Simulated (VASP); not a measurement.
A run of VASP 6.6.1:

File INCAR:

```
SYSTEM = Cu
PREC = Accurate ; ENCUT = 520
EDIFF = 1E-7 ; ISMEAR = -1
SIGMA = 0.1 ; LREAL = .False.
LASPH = .True. ; NELM = 80
ALGO = Normal ; ISIF = 2
LWAVE = .False. ; LCHARG = .True.
GGA = PE ; LELF = .True.
LVHAR = .True. ; NBANDS = 12
```

File KPOINTS:

```
regular mesh
0
Gamma
  20 20 20
  0 0 0
```

File POSCAR:

```
Cu
1.0
   -1.4427933200      1.4427933200      1.3760814500
    1.4427933200     -1.4427933200      1.3760814500
    1.4427933200      1.4427933200     -1.3760814500
Cu
1
Direct
    0.0000000000      0.0000000000      0.0000000000
```

Potentials or basis: VASP PAW PBE potentials, release 64 (Cu).

Command:

```bash
$ cat potpaw_PBE.64/Cu/POTCAR > POTCAR
$ mpirun -np 1 vasp_std > vasp.out
```

Hardware: 1 thread of Intel(R) Xeon(R) 6975P-C (Granite Rapids), with other jobs on the host.

Problem. Estimate the wall time of this run.

Solution. Run time: 51 s on 1 thread of Intel(R) Xeon(R) 6975P-C (Granite Rapids), on a shared host, peak memory 0.19 GiB. Counts: scf iterations 13, k points 641.
